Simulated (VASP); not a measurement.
# TaN (Fm-3m) in VASP: settings compared

TaN is run at these levels: r2SCAN+U, PBE; tasks: single point.

Program: VASP 6.6.1. These are calculated values, not measurements. Logs are shortened: lines on timing, memory, paths and dates and some standing lists are left out, and cuts for length are marked.

## (1) The cell of the first run

The structure is cubic, space group Fm-3m (No. 225). The conventional cell has a = 4.423 Å, b = 4.423 Å, c = 4.423 Å, α = 90.00°, β = 90.00°, γ = 90.00°. Within 2.9 Å of Ta (site symmetry m-3m) lie 6 N at 2.21 Å. Within 2.9 Å of N (site symmetry m-3m) lie 6 Ta at 2.21 Å.

## (2) Single point, r2SCAN+U

POSCAR

```
TaN
1.0
    0.0000000000      2.2113230000      2.2113230000
    2.2113230000      0.0000000000      2.2113230000
    2.2113230000      2.2113230000      0.0000000000
Ta N
1 1
Direct
    0.5000000000      0.5000000000      0.5000000000
    0.0000000000      0.0000000000      0.0000000000
```

INCAR.step1

```
SYSTEM = TaN
PREC = Accurate ; ENCUT = 660
ISMEAR = -1 ; SIGMA = 0.05
LREAL = .False. ; LASPH = .True.
NELM = 200 ; LMAXMIX = 4
LDAU = .True. ; LDAUTYPE = 2
LDAUL = 2 -1 ; LDAUU = 4 0
LDAUJ = 0 0 ; NBANDS = 16
GGA = PE ; ALGO = Normal
EDIFF = 1E-5 ; LWAVE = .True.
LCHARG = .False. ; GGA_COMPAT = .False.
```

INCAR.step2

```
SYSTEM = TaN
PREC = Accurate ; ENCUT = 660
EDIFF = 1E-6 ; ISMEAR = -1
SIGMA = 0.05 ; LREAL = .False.
LASPH = .True. ; NELM = 200
ALGO = Normal ; ISIF = 2
LWAVE = .False. ; LCHARG = .False.
LMAXMIX = 4 ; LDAU = .True.
LDAUTYPE = 2 ; LDAUL = 2 -1
LDAUU = 4 0 ; LDAUJ = 0 0
LDAUPRINT = 1 ; METAGGA = R2SCAN
LMIXTAU = .True. ; NBANDS = 16
ISTART = 1 ; GGA_COMPAT = .False.
```

KPOINTS

```
Automatic mesh
0
Gamma
  10 10 10
  0 0 0
```

Potentials or basis: VASP PAW PBE potentials, release 64 (Ta_sv_GW, N).

Run with:

```sh
$ cat potpaw_PBE.64/Ta_sv_GW/POTCAR potpaw_PBE.64/N/POTCAR > POTCAR
$ cp INCAR.step1 INCAR
$ mpirun -np 1 vasp_std > vasp.out
$ cp INCAR.step2 INCAR
$ mpirun -np 1 vasp_std > vasp.out
```

OUTCAR:

```text
SYSTEM = TaN
   PREC = Accurate
   ENCUT = 660
   EDIFF = 1E-6
   ISMEAR = -1
   LREAL = .False.
   LASPH = .True.
   NELM = 200
   ISIF = 2
   METAGGA = R2SCAN
   ISTART = 1

 ion  position               nearest neighbor table
   1  0.500  0.500  0.500-   2 2.21   2 2.21   2 2.21   2 2.21   2 2.21   2 2.21
   2  0.000  0.000  0.000-   1 2.21   1 2.21   1 2.21   1 2.21   1 2.21   1 2.21

  LATTYP: Found a face centered cubic cell.
 ALAT       =     4.4226460000

  Lattice vectors:

 A1 = (   0.0000000000,   2.2113230000,   2.2113230000)
 A2 = (   2.2113230000,   0.0000000000,   2.2113230000)
 A3 = (   2.2113230000,   2.2113230000,   0.0000000000)

Analysis of symmetry for initial positions (statically):
=====================================================================
 Subroutine PRICEL returns:
 Original cell was already a primitive cell.

 Routine SETGRP: Setting up the symmetry group for a
 face centered cubic supercell.

 Subroutine GETGRP returns: Found 48 space group operations
 (whereof 48 operations were pure point group operations)
 out of a pool of 48 trial point group operations.

The static configuration has the point symmetry O_h .

Analysis of symmetry for dynamics (positions and initial velocities):
=====================================================================
 Subroutine PRICEL returns:
 Original cell was already a primitive cell.

 Routine SETGRP: Setting up the symmetry group for a
 face centered cubic supercell.

 Subroutine GETGRP returns: Found 48 space group operations
 (whereof 48 operations were pure point group operations)
 out of a pool of 48 trial point group operations.

The dynamic configuration has the point symmetry O_h .

 Subroutine INISYM returns: Found 48 space group operations
 (whereof 48 operations are pure point group operations),
 and found     1 'primitive' translations

----------------------------------------------------------------------------------------

[... 142 lines left out ...]
  0.0000 -0.0000  0.1772  0.0000  0.0000
 -0.0000 -0.0000  0.0000  0.2531  0.0000
  0.0000 -0.0000  0.0000  0.0000  0.1772

spin component  2

  0.2531 -0.0000  0.0000 -0.0000  0.0000
 -0.0000  0.2531 -0.0000 -0.0000 -0.0000
  0.0000 -0.0000  0.1772  0.0000  0.0000
 -0.0000 -0.0000  0.0000  0.2531  0.0000
  0.0000 -0.0000  0.0000  0.0000  0.1772

 occupancies and eigenvectors

  o =  0.1772  v =  0.0000  0.0000  0.9999  0.0000 -0.0156  0.0000  0.0000  0.0000  0.0000  0.0000      0.0000  0.0000  0.0000  0.0000  0.0000  0.0000  0.0000  0.0000  0.0000  0.0000
  o =  0.1772  v =  0.0000  0.0000  0.0000  0.0000  0.0000  0.0000  0.0000  0.9999  0.0000 -0.0156      0.0000  0.0000  0.0000  0.0000  0.0000  0.0000  0.0000  0.0000  0.0000  0.0000
  o =  0.1772  v =  0.0000  0.0000  0.0156  0.0000  0.9999  0.0000  0.0000  0.0000  0.0000  0.0000      0.0000  0.0000  0.0000  0.0000  0.0000  0.0000  0.0000  0.0000  0.0000  0.0000
  o =  0.1772  v =  0.0000  0.0000  0.0000  0.0000  0.0000  0.0000  0.0000  0.0156  0.0000  0.9999      0.0000  0.0000  0.0000  0.0000  0.0000  0.0000  0.0000  0.0000  0.0000  0.0000
  o =  0.2531  v =  0.0000 -0.9999  0.0000  0.0142  0.0000  0.0000  0.0000  0.0000  0.0000  0.0000      0.0000  0.0000  0.0000  0.0000  0.0000  0.0000  0.0000  0.0000  0.0000  0.0000
  o =  0.2531  v =  0.0000  0.0000  0.0000  0.0000  0.0000  0.0000 -0.9999  0.0000  0.0142  0.0000      0.0000  0.0000  0.0000  0.0000  0.0000  0.0000  0.0000  0.0000  0.0000  0.0000
  o =  0.2531  v =  1.0000  0.0000  0.0000  0.0000  0.0000  0.0000  0.0000  0.0000  0.0000  0.0000      0.0000  0.0000  0.0000  0.0000  0.0000  0.0000  0.0000  0.0000  0.0000  0.0000
  o =  0.2531  v =  0.0000  0.0000  0.0000  0.0000  0.0000  1.0000  0.0000  0.0000  0.0000  0.0000      0.0000  0.0000  0.0000  0.0000  0.0000  0.0000  0.0000  0.0000  0.0000  0.0000
  o =  0.2531  v =  0.0000  0.0000  0.0000  0.0000  0.0000  0.0000  0.0142 -0.0000  0.9999 -0.0000      0.0000  0.0000  0.0000  0.0000  0.0000  0.0000  0.0000  0.0000  0.0000  0.0000
  o =  0.2531  v =  0.0000  0.0142 -0.0000  0.9999 -0.0000  0.0000  0.0000  0.0000  0.0000  0.0000      0.0000  0.0000  0.0000  0.0000  0.0000  0.0000  0.0000  0.0000  0.0000  0.0000

 number of electron      18.0000000 magnetization

 Free energy of the ion-electron system (eV)
  ---------------------------------------------------
  ext. energy  EPLUGINS =         0.00000000
  ---------------------------------------------------
  free energy    TOTEN  =       -58.69214060 eV

  energy without entropy =      -58.68795476  energy(sigma->0) =      -58.69004768

 E-fermi :  14.1423     XC(G=0): -14.6826

 val. band max:       13.9954815973   @ k =  -0.3000   0.4000   0.2000
 cond. band min:      14.1780859289   @ k =  -0.3000   0.3000   0.1000
 fundamental gap:      0.1826043316
 Fermi energy:        14.1422877459

 k-point     1 :       0.0000    0.0000    0.0000
  band No.  band energies     occupation
      1     -58.4202      2.00000
      2     -23.8719      2.00000
      3     -23.8719      2.00000
      4     -23.8719      2.00000
      5      -6.0708      2.00000
      6       9.7551      2.00000
[... 433 lines left out ...]
      3     -24.0975      2.00000
      4     -24.0735      2.00000
      5      -4.4260      2.00000
      6       5.5499      2.00000
[... 8 lines left out ...]
     15      24.7332      0.00000
     16      29.4172      0.00000

 [... further k-points ...]

------------------------ aborting loop because EDIFF is reached ----------------------------------------

  FORCE on cell =-STRESS in cart. coord.  units (eV):
  Direction    XX          YY          ZZ          XY          YZ          ZX
  --------------------------------------------------------------------------------------
  -------------------------------------------------------------------------------------
  Total        0.7680321      0.7680321      0.7680321      0.0000000     -0.0000000     -0.0000000
  in kB       56.8988384     56.8988384     56.8988384      0.0000000     -0.0000000     -0.0000000
  external PRESSURE =      56.8988384 kB  Pullay stress =       0.0000000 kB

 VOLUME and BASIS-vectors are now :
 -----------------------------------------------------------------------------
  energy-cutoff  :      660.00
  volume of cell :       21.63
      direct lattice vectors                 reciprocal lattice vectors
     0.000000000  2.211323000  2.211323000    -0.226108985  0.226108985  0.226108985
     2.211323000  0.000000000  2.211323000     0.226108985 -0.226108985  0.226108985
     2.211323000  2.211323000  0.000000000     0.226108985  0.226108985 -0.226108985

 POSITION                                       TOTAL-FORCE (eV/Angst)
 -----------------------------------------------------------------------------------
      2.21132      2.21132      2.21132        -0.000000      0.000000      0.000000
      0.00000      0.00000      0.00000         0.000000     -0.000000     -0.000000
 -----------------------------------------------------------------------------------
    total drift:                                0.000000      0.000000      0.000000

  FREE ENERGIE OF THE ION-ELECTRON SYSTEM (eV)
  ---------------------------------------------------
  free  energy   TOTEN  =       -58.6921406044 eV

  energy  without entropy=      -58.6879547632  energy(sigma->0) =      -58.69004768
```

OUTCAR.step1:

```text
SYSTEM = TaN
   PREC = Accurate
   ENCUT = 660
   ISMEAR = -1
   LREAL = .False.
   LASPH = .True.
[... 681 lines left out ...]
      2.21132      2.21132      2.21132         0.000000      0.000000      0.000000
      0.00000      0.00000      0.00000        -0.000000     -0.000000     -0.000000
 -----------------------------------------------------------------------------------
    total drift:                                0.000000      0.000000      0.000000

  FREE ENERGIE OF THE ION-ELECTRON SYSTEM (eV)
  ---------------------------------------------------
  free  energy   TOTEN  =       -20.8151886015 eV

  energy  without entropy=      -20.8108734186  energy(sigma->0) =      -20.81303101
```

Wall time 70 s (1 thread of AMD EPYC 9R45 (Zen 5), shared host); peak memory 0.16 GiB.

Results:

```
Free energy            : -58.6921 eV
Pressure               : 5.7 GPa
Band gap on the k mesh : zero (band 9 reaches 16.14 eV, above the bottom of band 10 at 12.10 eV)
```

Eigenvalues of the final occupation matrices:
```csv
site,spin,trace,eigenvalues
site 1 d,1,1.11,0.18 0.18 0.25 0.25 0.25
site 1 d,2,1.11,0.18 0.18 0.25 0.25 0.25
```

Caveat: the PAW data sets were made with another functional, which shifts forces and pressure a little; spin-orbit coupling is left out, which moves the levels of the heavy elements; U without spin polarisation on a metal has little footing.

## (3) Single point, r2SCAN+U

POSCAR is that of step 2.

INCAR.step1

```
SYSTEM = TaN
PREC     = Accurate       ! precision mode
ENCUT    = 660            ! plane-wave cutoff, eV
ISMEAR   = -1             ! smearing method
SIGMA    = 0.05           ! smearing width, eV
LREAL    = .False.        ! projectors in reciprocal space
LASPH    = .True.         ! aspherical terms in the spheres
NELM     = 200            ! most SCF steps
LMAXMIX  = 4              ! l up to which the mixer works
LDAU     = .True.         ! DFT+U
LDAUTYPE = 2            
LDAUL    = 2 -1           ! shell
LDAUU    = 5 0            ! U, eV
LDAUJ    = 0 0          
NBANDS   = 16             ! bands
GGA      = PE             ! functional
ALGO     = Normal         ! electronic algorithm
EDIFF    = 1E-5           ! SCF threshold, eV
LWAVE    = .True.         ! write WAVECAR
LCHARG   = .False.        ! write CHGCAR
GGA_COMPAT= .False.
```

INCAR.step2

```
SYSTEM = TaN
PREC     = Accurate       ! precision mode
ENCUT    = 660            ! plane-wave cutoff, eV
EDIFF    = 1E-6           ! SCF threshold, eV
ISMEAR   = -1             ! smearing method
SIGMA    = 0.05           ! smearing width, eV
LREAL    = .False.        ! projectors in reciprocal space
LASPH    = .True.         ! aspherical terms in the spheres
NELM     = 200            ! most SCF steps
ALGO     = Normal         ! electronic algorithm
ISIF     = 2              ! what is computed and relaxed
LWAVE    = .False.        ! write WAVECAR
LCHARG   = .True.         ! write CHGCAR
LMAXMIX  = 4              ! l up to which the mixer works
LDAU     = .True.         ! DFT+U
LDAUTYPE = 2            
LDAUL    = 2 -1           ! shell
LDAUU    = 5 0            ! U, eV
LDAUJ    = 0 0          
LDAUPRINT= 1            
METAGGA  = R2SCAN         ! meta-GGA
LMIXTAU  = .True.       
LELF     = .True.         ! ELF
LVHAR    = .True.       
NBANDS   = 16             ! bands
ISTART   = 1            
GGA_COMPAT= .False.
```

KPOINTS is that of step 2.

Potentials or basis: VASP PAW PBE potentials, release 64 (Ta_sv_GW, N).

Run with:

```sh
$ cat potpaw_PBE.64/Ta_sv_GW/POTCAR potpaw_PBE.64/N/POTCAR > POTCAR
$ cp INCAR.step1 INCAR
$ mpirun -np 1 vasp_std > vasp.out
$ cp INCAR.step2 INCAR
$ mpirun -np 1 vasp_std > vasp.out
```

It took 71 s on 1 thread of AMD EPYC 9R45 (Zen 5), shared host; peak memory 0.16 GiB.

It converged, with:

| Property | Result |
| --- | --- |
| Free energy | -57.8391 eV |
| Pressure | 8.9 GPa |
| Band gap on the k mesh | zero (band 9 reaches 16.28 eV, above the bottom of band 10 at 12.26 eV) |

Levels at points of the mesh, in eV from the Fermi level:
```tsv
k point	band 6	band 7	band 8	band 9	band 10	band 11	band 12	band 13
(0.00, 0.00, 0.00)	-4.46	-4.46	-4.46	-2.02	-2.02	-2.02	0.69	0.69
(0.50, 0.00, 0.00)	-11.09	-7.85	-7.85	2.00	2.07	2.07	3.23	7.99
(0.50, 0.50, 0.00)	-7.59	-5.55	-5.37	-5.37	2.79	3.70	3.70	4.79
```

Eigenvalues of the final occupation matrices:
| site | spin | trace | eigenvalues |
| --- | --- | --- | --- |
| site 1 d | 1 | 1.09 | 0.17 0.17 0.25 0.25 0.25 |
| site 1 d | 2 | 1.09 | 0.17 0.17 0.25 0.25 0.25 |

Caveat: the PAW data sets were made with another functional, which shifts forces and pressure a little; spin-orbit coupling is left out, which moves the levels of the heavy elements; U without spin polarisation on a metal has little footing.

## (4) Single point, PBE

INCAR

```
PREC = Accurate
ENCUT = 520
EDIFF = 1E-6
ISMEAR = -1
SIGMA = 0.05
LREAL = False
LASPH = True
NELM = 100
ALGO = Normal
ISIF = 2
LWAVE = False
LCHARG = True
GGA = PE
LELF = True
LVHAR = True
NBANDS = 15
```

KPOINTS

```
regular mesh
0
Gamma
  9 9 9
```

POSCAR is that of step 3.

Potentials or basis: VASP PAW PBE potentials, release 64 (Ta_pv, N).

Run with:

```sh
$ cat potpaw_PBE.64/Ta_pv/POTCAR potpaw_PBE.64/N/POTCAR > POTCAR
$ mpirun -np 1 vasp_std > vasp.out
```

Run time: 12 s. Hardware: 1 thread of Intel Xeon 8259CL, shared host; peak memory 0.15 GiB.

Results (log left out):

```
Free energy            : -21.8322 eV
Pressure               : -0.5 GPa
Band gap on the k mesh : zero (band 8 reaches 10.86 eV, above the bottom of band 9 at 7.29 eV)
```

Levels at points of the mesh, in eV from the Fermi level:
```tsv
k point	band 5	band 6	band 7	band 8	band 9	band 10	band 11	band 12
(0.00, 0.00, 0.00)	-3.67	-3.67	-3.67	-1.95	-1.95	-1.95	0.17	0.17
```

Caveat: spin-orbit coupling is left out, which moves the levels of the heavy elements.

## (5) Summary

| level | potentials or basis | U | k mesh | cutoff (eV) | second run | gap on the mesh (eV) | pressure (GPa) |
| --- | --- | --- | --- | --- | --- | --- | --- |
| r2SCAN+U | VASP PAW PBE potentials, release 64 (Ta_sv_GW, N) | Ta d U = 4.0 eV | 10 × 10 × 10 | 660 | valence_matched | none | 5.7 |
| r2SCAN+U | VASP PAW PBE potentials, release 64 (Ta_sv_GW, N) | Ta d U = 5.0 eV | 10 × 10 × 10 | 660 | valence_matched | none | 8.9 |
| PBE | VASP PAW PBE potentials, release 64 (Ta_pv, N) | - | 9 × 9 × 9 | 520 | - | none | -0.5 |

Alike in all rows: task single point; no spin polarisation; cell as given; smearing fermi-dirac 0.05 eV.

Caveats: spin-orbit coupling is left out, which moves the levels of the heavy elements; the PAW data sets were made with another functional, which shifts forces and pressure a little (some runs); U without spin polarisation on a metal has little footing (some runs).

Total energies depend on the potentials used, so only differences within one code and one set of settings carry meaning.
